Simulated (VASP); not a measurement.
# SrO in VASP: further runs

Runs on SrO. Level: PBE. Tasks: relaxation of cell and atoms, single point.

All numbers are computed with VASP 6.6.1; they aren't measurements. Logs are shortened: lines on timing, memory, paths and dates and some standing lists are left out, and cuts for length are marked.

## 1. The cell of the first run

The structure is cubic, space group Fm-3m (No. 225). The conventional cell has a = 5.133 Å, b = 5.133 Å, c = 5.133 Å, α = 90.00°, β = 90.00°, γ = 90.00°. Within 3.4 Å of Sr (site symmetry m-3m) lie 6 O at 2.57 Å. O (site symmetry m-3m) has 6 Sr at 2.57 Å within 3.4 Å.

## 2. Relaxation of cell and atoms, PBE, target pressure 5 GPa, at which the enthalpy is minimised

INCAR reads:

```
SYSTEM = SrO
PREC = Accurate
ENCUT = 600
EDIFF = 1E-6
ISMEAR = -1
SIGMA = 0.05
LREAL = .False.
LASPH = .True.
NELM = 80
ALGO = Normal
ISIF = 3
LWAVE = .False.
LCHARG = .False.
GGA = PE
IBRION = 2
NSW = 80
EDIFFG = -0.02
PSTRESS = 50.0
```

KPOINTS reads:

```
Automatic mesh
0
Gamma
  9 9 9
  0 0 0
```

POSCAR reads:

```
SrO
1.0
    0.0000000000      2.5663000000      2.5663000000
    2.5663000000      0.0000000000      2.5663000000
    2.5663000000      2.5663000000      0.0000000000
Sr O
1 1
Direct
    0.5000000000      0.5000000000      0.5000000000
    0.0000000000      0.0000000000      0.0000000000
```

Potentials or basis: VASP PAW PBE potentials, release 64 (Sr_sv, O).

On the command line:

```console
> cat potpaw_PBE.64/Sr_sv/POTCAR potpaw_PBE.64/O/POTCAR > POTCAR
> mpirun -np 1 vasp_std > vasp.out
```

OUTCAR:

```text
SYSTEM = SrO
   PREC = Accurate
   ENCUT = 600
   EDIFF = 1E-6
   ISMEAR = -1
   LREAL = .False.
   LASPH = .True.
   NELM = 80
   ISIF = 3
   GGA = PE
   IBRION = 2
   NSW = 80
   EDIFFG = -0.02
   PSTRESS = 50.0

 ion  position               nearest neighbor table
   1  0.500  0.500  0.500-   2 2.57   2 2.57   2 2.57   2 2.57   2 2.57   2 2.57
   2  0.000  0.000  0.000-   1 2.57   1 2.57   1 2.57   1 2.57   1 2.57   1 2.57

  LATTYP: Found a face centered cubic cell.
 ALAT       =     5.1326000000

  Lattice vectors:

 A1 = (   0.0000000000,   2.5663000000,   2.5663000000)
 A2 = (   2.5663000000,   0.0000000000,   2.5663000000)
 A3 = (   2.5663000000,   2.5663000000,   0.0000000000)

Analysis of symmetry for initial positions (statically):
=====================================================================
 Subroutine PRICEL returns:
 Original cell was already a primitive cell.

 Routine SETGRP: Setting up the symmetry group for a
 face centered cubic supercell.

 Subroutine GETGRP returns: Found 48 space group operations
 (whereof 48 operations were pure point group operations)
 out of a pool of 48 trial point group operations.

The static configuration has the point symmetry O_h .

Analysis of symmetry for dynamics (positions and initial velocities):
=====================================================================
 Subroutine PRICEL returns:
 Original cell was already a primitive cell.

 Routine SETGRP: Setting up the symmetry group for a
 face centered cubic supercell.

 Subroutine GETGRP returns: Found 48 space group operations
 (whereof 48 operations were pure point group operations)
 out of a pool of 48 trial point group operations.

The dynamic configuration has the point symmetry O_h .

 Subroutine INISYM returns: Found 48 space group operations
 (whereof 48 operations are pure point group operations),
 and found     1 'primitive' translations

----------------------------------------------------------------------------------------

                                     Primitive cell

  volume of cell :      33.8028

  direct lattice vectors                    reciprocal lattice vectors
     0.000000000  2.566300000  2.566300000    -0.194833028  0.194833028  0.194833028
     2.566300000  0.000000000  2.566300000     0.194833028 -0.194833028  0.194833028
     2.566300000  2.566300000  0.000000000     0.194833028  0.194833028 -0.194833028

  length of vectors
     3.629296265  3.629296265  3.629296265     0.337460704  0.337460704  0.337460704

  position of ions in fractional coordinates (direct lattice)
     0.500000000  0.500000000  0.500000000
     0.000000000  0.000000000  0.000000000

  ion indices of the primitive-cell ions
   primitive index   ion index
                 1           1
                 2           2

----------------------------------------------------------------------------------------

 KPOINTS: Automatic mesh

Automatic generation of k-mesh.
 Grid dimensions read from file:
 generate k-points for:    9    9    9

 Generating k-lattice:

  Cartesian coordinates                     Fractional coordinates (reciprocal lattice)
    -0.021648114  0.021648114  0.021648114     0.111111111  0.000000000  0.000000000
     0.021648114 -0.021648114  0.021648114     0.000000000  0.111111111  0.000000000
     0.021648114  0.021648114 -0.021648114     0.000000000  0.000000000  0.111111111

  Length of vectors
     0.037495634  0.037495634  0.037495634

  Shift w.r.t. Gamma in fractional coordinates (k-lattice)
     0.000000000  0.000000000  0.000000000

 Subroutine IBZKPT returns following result:
 ===========================================

 Found     35 irreducible k-points:

 Following reciprocal coordinates:
            Coordinates               Weight
  0.000000  0.000000  0.000000      1.000000
  0.111111  0.000000  0.000000      8.000000
  0.222222  0.000000  0.000000      8.000000
  0.333333  0.000000  0.000000      8.000000
  0.444444  0.000000  0.000000      8.000000
  0.111111  0.111111  0.000000      6.000000
[... 16 lines left out ...]
 -0.333333  0.333333  0.000000     12.000000
  0.444444  0.444444  0.000000      6.000000
 [... further k-points ...]
   k-points           NKPTS =     35   k-points in BZ     NKDIM =     35   number of bands    NBANDS=     12
   number of dos      NEDOS =    301   number of ions     NIONS =      2
   total plane-waves  NPLWV =  27000
   dimension x,y,z NGX =    30 NGY =   30 NGZ =   30
   dimension x,y,z NGXF=    60 NGYF=   60 NGZF=   60
   ions per type =               1   1
   NGX,Y,Z   is equivalent  to a cutoff of  13.74, 13.74, 13.74 a.u.
   NGXF,Y,Z  is equivalent  to a cutoff of  27.48, 27.48, 27.48 a.u.
 SYSTEM =  SrO
   PREC   = accura    normal or accurate (medium, high low for compatibility)
   ISTART =      0    job   : 0-new  1-cont  2-samecut
   ICHARG =      2    charge: 1-file 2-atom 10-const
   ISPIN  =      1    spin polarized calculation?
   LNONCOLLINEAR =      F non collinear calculations
   LSORBIT =      F    spin-orbit coupling
   LASPH  =      T    aspherical Exc in radial PAW
   ENCUT  =  600.0 eV  44.10 Ry    6.64 a.u.   7.25  7.25  7.25*2*pi/ulx,y,z
   NELM   =     80;   NELMIN=  2; NELMDL= -5     # of ELM steps
   EDIFF  = 0.1E-05   stopping-criterion for ELM
   LREAL  =      F    real-space projection
   EDIFFG = -.2E-01   stopping-criterion for IOM
   NSW    =     80    number of steps for IOM
   IBRION =      2    ionic relax: 0-MD 1-quasi-New 2-CG
   NFREE  =      1    steps in history (QN), initial steepest desc. (CG)
   ISIF   =      3    stress and relaxation
   ISYM   =      2    0-nonsym 1-usesym 2-fastsym
   POTIM  = 0.5000    time-step for ionic-motion
   TEBEG  =    0.0;   TEEND  =   0.0 temperature during run
   PSTRESS=   50.0 pullay stress
   NELECT =      16.0000    total number of electrons
   NUPDOWN=      -1.0000    fix difference up-down
   EMIN   =  10.00;   EMAX   =-10.00  energy-range for DOS
   EFERMI =   0.00;   METHOD = LEGACY
   ISMEAR =    -1;   SIGMA  =   0.05  broadening in eV -4-tet -1-fermi 0-gaus
   EFERMI_NEDOS =   21; number of points for ismear=-14 and -15
   IALGO  =     38    algorithm
   IMIX   =      4    mixing-type and parameters
     AMIX     =   0.40;   BMIX     =  1.00
     AMIX_MAG =   1.60;   BMIX_MAG =  1.00
  volume/ion in A,a.u.               =      16.90       114.06
  Fermi-wavevector in a.u.,A,eV,Ry     =   1.275843  2.410995 22.147245  1.627777
  Thomas-Fermi vector in A             =   2.408533
   LORBIT       =      0    0 simple, 1 ext, 2 COOP (PROOUT), +10 PAW based schemes
   GGA     = PE    functional components
   LHFCALC =     F    Hartree Fock is set to
   AEXX    =    0.0000 exact exchange contribution
   IVDW    =     0    specifies the selected vdW correction
   LEPSILON=     F    determine dielectric tensor
   LRPA    =     F    only Hartree local field effects (RPA)
 conjugate gradient relaxation of ions
 non-spin polarized calculation
  energy-cutoff  :      600.00
  volume of cell :       33.80
 maximum number of plane-waves:      1147
 NGX is ok and might be reduce to    30
   NGX = 15   NGY = 15   NGZ = 15

--------------------------------------- Ionic step        1  -------------------------------------------

 number of electron      15.9999997 magnetization

 Free energy of the ion-electron system (eV)
  ---------------------------------------------------
  ext. energy  EPLUGINS =         0.00000000
  ---------------------------------------------------
  free energy    TOTEN  =       -12.03870930 eV

  energy without entropy =      -12.03870930  energy(sigma->0) =      -12.03870930

------------------------ aborting loop because EDIFF is reached ----------------------------------------

  FORCE on cell =-STRESS in cart. coord.  units (eV):
  Direction    XX          YY          ZZ          XY          YZ          ZX
  --------------------------------------------------------------------------------------
  -------------------------------------------------------------------------------------
  Total        0.8082366      0.8082366      0.8082366      0.0000000      0.0000000      0.0000000
  in kB       38.3086504     38.3086504     38.3086504      0.0000000      0.0000000      0.0000000
  external PRESSURE =     -11.6913496 kB  Pullay stress =      50.0000000 kB
[... 61 lines left out ...]
  enthalpy is  TOTEN    =       -10.9847299322 eV   P V=        1.0361832028

--------------------------------------- Ionic step        3  -------------------------------------------

 number of electron      15.9999997 magnetization

 Free energy of the ion-electron system (eV)
  ---------------------------------------------------
  ext. energy  EPLUGINS =         0.00000000
  ---------------------------------------------------
  free energy    TOTEN  =       -12.02823866 eV

  energy without entropy =      -12.02823866  energy(sigma->0) =      -12.02823866

 E-fermi :   2.8124     XC(G=0): -10.1058

 val. band max:        1.7423152756   @ k =   0.0000   0.0000   0.0000
 cond. band min:       5.0568529337   @ k =   0.4444   0.4444   0.0000
 fundamental gap:      3.3145376582
 Fermi energy:         2.8124128094

 k-point     1 :       0.0000    0.0000    0.0000
  band No.  band energies     occupation
      1     -30.5876      2.00000
      2     -13.3690      2.00000
      3     -12.2074      2.00000
      4     -12.2074      2.00000
      5     -12.2074      2.00000
      6       1.7423      2.00000
      7       1.7423      2.00000
      8       1.7423      2.00000
      9       5.8486      0.00000
     10       7.9907      0.00000
     11       7.9907      0.00000
     12       7.9907      0.00000
[... 331 lines left out ...]
 k-point    24 :       0.4444    0.4444    0.0000
  band No.  band energies     occupation
      1     -30.4012      2.00000
      2     -13.6425      2.00000
      3     -12.8707      2.00000
      4     -12.5818      2.00000
      5     -12.5818      2.00000
      6       1.2262      2.00000
      7       1.6578      2.00000
      8       1.6578      2.00000
      9       5.0569      0.00000
     10       9.5612      0.00000
     11      11.9562      0.00000
     12      12.2682      0.00000

 [... further k-points ...]

------------------------ aborting loop because EDIFF is reached ----------------------------------------

  FORCE on cell =-STRESS in cart. coord.  units (eV):
  Direction    XX          YY          ZZ          XY          YZ          ZX
  --------------------------------------------------------------------------------------
  -------------------------------------------------------------------------------------
  Total        1.0442336      1.0442336      1.0442336      0.0000000     -0.0000000      0.0000000
  in kB       50.0579362     50.0579362     50.0579362      0.0000000     -0.0000000      0.0000000
  external PRESSURE =       0.0579362 kB  Pullay stress =      50.0000000 kB
[... 17 lines left out ...]
  FREE ENERGIE OF THE ION-ELECTRON SYSTEM (eV)
  ---------------------------------------------------
  free  energy   TOTEN  =       -12.0282386554 eV

  energy  without entropy=      -12.0282386554  energy(sigma->0) =      -12.02823866

  enthalpy is  TOTEN    =       -10.9852136312 eV   P V=        1.0430250242

 reached required accuracy - stopping structural energy minimisation
```

Run time: 28 s. Hardware: 1 thread of Intel Xeon Platinum 8488C (Sapphire Rapids), shared host; peak memory 0.18 GiB.

Results:

| Property | Result |
| --- | --- |
| Free energy | -12.0282 eV |
| Relaxed volume | 16.71 Å³/atom |
| Relaxed cell | a = 3.616 Å, b = 3.616 Å, c = 3.616 Å, α = 60.00°, β = 60.00°, γ = 60.00° |
| Space group after relaxing (to 0.05 Å) | Fm-3m (No. 225) |
| Energy change on relaxing (the enthalpy is what falls) | +5.2 meV/atom |
| Ionic steps | 3 |
| Pressure after relaxing | 5.0 GPa |
| Band gap on the k mesh | 3.31 eV, indirect (least direct gap 3.40 eV) |

Step by step:
| step | energy change (eV) | largest force (eV/Å) | pressure (GPa) | volume (Å³) |
| --- | --- | --- | --- | --- |
| 1 | 0.0000 | 0.0000 | 3.83 | 33.80 |
| 2 | 0.0178 | 0.0000 | 5.71 | 33.20 |
| 3 | 0.0105 | 0.0000 | 5.01 | 33.42 |

Final structure:
```xyz
2
Lattice="0.0000 2.5566 2.5566 2.5566 0.0000 2.5566 2.5566 2.5566 0.0000" Properties=species:S:1:pos:R:3 pbc="T T T"
Sr    2.5566    2.5566    2.5566
O     0.0000    0.0000    0.0000
```

Caveat: the cell is relaxed towards a set pressure, so the enthalpy falls and the energy may rise.

## 3. Relaxation of cell and atoms, PBE, target pressure 10 GPa, at which the enthalpy is minimised

INCAR reads:

```
SYSTEM = SrO
  ALGO = Normal
  EDIFF = 1E-6
  EDIFFG = -0.02
  ENCUT = 600
  GGA = PE
  IBRION = 2
  ISIF = 3
  ISMEAR = -1
  LASPH = .TRUE.
  LCHARG = .FALSE.
  LREAL = .FALSE.
  LWAVE = .FALSE.
  NELM = 80
  NSW = 80
  PREC = Accurate
  PSTRESS = 100.0
  SIGMA = 0.05
```

KPOINTS reads:

```
k-points
0
G
  9 9 9
  0 0 0
```

POSCAR is that of step 2.

Potentials or basis: VASP PAW PBE potentials, release 64 (Sr_sv, O).

On the command line:

```console
> cat potpaw_PBE.64/Sr_sv/POTCAR potpaw_PBE.64/O/POTCAR > POTCAR
> mpirun -np 1 vasp_std > vasp.out
```

It took 31 s on 1 thread of Intel Xeon Platinum 8488C (Sapphire Rapids), shared host; peak memory 0.18 GiB.

The run converged. Its results:

```yaml
Free_energy: -11.9638 eV
Relaxed_volume: 16.01 Å³/atom
Relaxed_cell: a = 3.565 Å, b = 3.565 Å, c = 3.565 Å, α = 60.00°, β = 60.00°, γ = 60.00°
Space_group_after_relaxing_to_0.05_Å: Fm-3m (No. 225)
Energy_change_on_relaxing_the_enthalpy_is_what_falls: +37.5 meV/atom
Ionic_steps: 3
Pressure_after_relaxing: 10.0 GPa
Band_gap_on_the_k_mesh: 3.28 eV, indirect (least direct gap 3.34 eV)
```

Step by step:
```csv
step,energy change (eV),largest force (eV/Å),pressure (GPa),volume (Å³)
1,0.0000,0.0000,3.83,33.80
2,0.1792,0.0000,15.81,30.72
3,0.0749,0.0000,9.98,32.03
```

Final structure:
```yaml
crystal:
  lattice:
    - [0.00000, 2.52052, 2.52052]
    - [2.52052, 0.00000, 2.52052]
    - [2.52052, 2.52052, 0.00000]
  atoms:
    - { symbol: Sr, position: [0.50000, 0.50000, 0.50000] }
    - { symbol: O, position: [0.00000, 0.00000, 0.00000] }
```

Levels at points of the mesh, in eV from the valence-band top:
| k point | band 5 | band 6 | band 7 | band 8 | band 9 | band 10 | band 11 | band 12 |
| --- | --- | --- | --- | --- | --- | --- | --- | --- |
| (0.00, 0.00, 0.00) | -13.76 | 0.00 | 0.00 | 0.00 | 4.43 | 6.34 | 6.34 | 6.34 |

Caveat: the cell is relaxed towards a set pressure, so the enthalpy falls and the energy may rise.

## 4. Relaxation of cell and atoms, PBE, target pressure 20 GPa, at which the enthalpy is minimised

INCAR reads:

```
SYSTEM = SrO
ALGO = Normal
EDIFF = 1E-6
EDIFFG = -0.02
ENCUT = 600
GGA = PE
IBRION = 2
ISIF = 3
ISMEAR = -1
LASPH = .TRUE.
LCHARG = .FALSE.
LREAL = .FALSE.
LWAVE = .FALSE.
NELM = 100
NSW = 80
PREC = Accurate
PSTRESS = 200.0
SIGMA = 0.05
```

KPOINTS is that of step 3.

POSCAR is that of step 3.

On the command line:

```console
> cat potpaw_PBE.64/Sr_sv/POTCAR potpaw_PBE.64/O/POTCAR > POTCAR
> mpirun -np 1 vasp_std > vasp.out
```

It took 46 s on 1 thread of Intel Xeon Platinum 8488C (Sapphire Rapids), shared host; peak memory 0.18 GiB.

The run converged. Its results:

```yaml
Free_energy: -11.7722 eV
Relaxed_volume: 14.97 Å³/atom
Relaxed_cell: a = 3.485 Å, b = 3.485 Å, c = 3.485 Å, α = 60.00°, β = 60.00°, γ = 60.00°
Space_group_after_relaxing_to_0.05_Å: Fm-3m (No. 225)
Energy_change_on_relaxing_the_enthalpy_is_what_falls: +133.3 meV/atom
Ionic_steps: 4
Pressure_after_relaxing: 19.9 GPa
Band_gap_on_the_k_mesh: 3.21 eV, direct
```

Step by step:
```
step  energy change (eV)  largest force (eV/Å)  pressure (GPa)  volume (Å³)
   1              0.0000                0.0000            3.83        33.80
   2              1.0567                0.0000           49.87        26.13
   3              0.2559                0.0000           19.43        30.02
   4              0.2665                0.0000           19.91        29.93
```

Final structure:
```yaml
crystal:
  lattice:
    - [0.00000, 2.46433, 2.46433]
    - [2.46433, 0.00000, 2.46433]
    - [2.46433, 2.46433, 0.00000]
  atoms:
    - { symbol: Sr, position: [0.50000, 0.50000, 0.50000] }
    - { symbol: O, position: [0.00000, 0.00000, 0.00000] }
```

Levels at points of the mesh, in eV from the valence-band top:
| k point | band 6 | band 7 | band 8 | band 9 | band 10 | band 11 |
| --- | --- | --- | --- | --- | --- | --- |
| (0.00, 0.00, 0.00) | -0.01 | -0.01 | -0.01 | 4.96 | 6.46 | 6.46 |

Caveat: the cell is relaxed towards a set pressure, so the enthalpy falls and the energy may rise.

[end of part 1 of 2]
